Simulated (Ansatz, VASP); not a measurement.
CaSe: VASP beside Ansatz

Contents of INCAR:

```
  PREC = Accurate
  ENCUT = 600
  EDIFF = 1E-7
  ISMEAR = 0
  SIGMA = 0.01
  LREAL = F
  LASPH = T
  NELM = 100
  ALGO = Normal
  ISIF = 3
  LWAVE = F
  LCHARG = F
  GGA = PS
  IBRION = 2
  NSW = 80
  EDIFFG = -0.01
```

KPOINTS

```
regular mesh
0
Gamma
  6 6 6
```

Contents of POSCAR:

```
CaSe
1.0
    0.0000000000      3.3000000000      3.3000000000
    3.3000000000      0.0000000000      3.3000000000
    3.3000000000      3.3000000000      0.0000000000
Ca Se
1 1
Direct
    0.0000000000      0.0000000000      0.0000000000
    0.7500000000      0.7500000000      0.7500000000
```

Input for Ansatz:

```yaml
crystal:
  lattice:
    - [0.0, 3.3, 3.3]
    - [3.3, 0.0, 3.3]
    - [3.3, 3.3, 0.0]
  atoms:
    - { symbol: Ca, position: [0.0, 0.0, 0.0] }
    - { symbol: Se, position: [0.75, 0.75, 0.75] }
basis:
  ecutwfc: 476.19925930478996
kpoints:
  mp_grid:
    grid: [6, 6, 6]
hamiltonian:
  xc: pbesol
  dispersion: none
scf:
  occupations:
    method: fixed
relax:
  cell: {}
```

Alike in both runs: task relaxation of cell and atoms; functional PBEsol; k mesh 6 × 6 × 6; no spin polarisation.

|  | VASP | Ansatz |
| --- | --- | --- |
| version | VASP 6.6.1 | Ansatz 0.2.0 |
| potentials or method | VASP PAW PBE potentials, release 64 (Ca_sv, Se), cutoff 600 eV | plane waves, PAW |
| occupations | gaussian, width 0.01 eV | fixed |
| valence electrons in the cell | 16 | 26 |

|  | VASP | Ansatz | Ansatz less VASP |
| --- | --- | --- | --- |
| relaxed volume (Å³/atom) | 34.50 | 34.38 | -0.124 |
| relaxed cell length with the largest relative difference (Å) | 4.604 | 4.598 | -0.0055 |

VASP's potentials were made for PBE, not for PBEsol. VASP's potentials hold 16 valence electrons a cell and Ansatz's 26, so a difference there can come from the potentials and not from the codes.
